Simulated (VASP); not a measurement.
Write the native input for VASP 6.6.1 that does the following.

* Task: single point
* Functional: PBEsol
* Potentials or basis: VASP PAW PBE potentials, release 64 (Ca_sv)
* Cutoff: 520 eV
* k mesh: 14 × 14 × 14
* Occupations: gaussian, width 0.15 eV
* Spin: no spin polarisation
* Dipole correction: no
* Further INCAR settings: ALGO = Normal; EDIFF = 1e-06; NBANDS = 11

The structure of Ca lies in POSCAR:

```
Ca
1.0
    0.0000000000      2.7942000000      2.7942000000
    2.7383160000      0.0000000000      2.7942000000
    2.7383160000      2.7942000000      0.0000000000
Ca
1
Direct
    0.0000000000      0.0000000000      0.0000000000
```

This cell differs from its parent crystal: strain -0.0200 x Voigt [1, 0, 0, 0, 0, 0].

These files were run (other wordings do the same):

INCAR

```
PREC = Accurate ; ENCUT = 520
EDIFF = 1E-6 ; ISMEAR = 0
SIGMA = 0.15 ; LREAL = False
LASPH = True ; NELM = 100
ALGO = Normal ; ISIF = 2
LWAVE = False ; LCHARG = False
GGA = PS ; NBANDS = 11
```

KPOINTS

```
regular mesh
0
Gamma
  14 14 14
```

Potentials or basis: VASP PAW PBE potentials, release 64 (Ca_sv).

The run is started by

```bash
$ cat potpaw_PBE.64/Ca_sv/POTCAR > POTCAR
$ mpirun -np 1 vasp_std > vasp.out
```

Results of the run:

* Pressure: -0.9 GPa
* Band gap on the k mesh: zero (band 5 reaches 2.01 eV, above the bottom of band 6 at 1.67 eV)

Caveat: the cell differs from its parent crystal (strain -0.0200 x Voigt [1, 0, 0, 0, 0, 0]); the PAW data sets were made with another functional, which shifts forces and pressure a little.

It took 38 s on 1 thread of Intel(R) Xeon(R) 6975P-C (Granite Rapids) (shared host), peak memory 0.25 GiB.
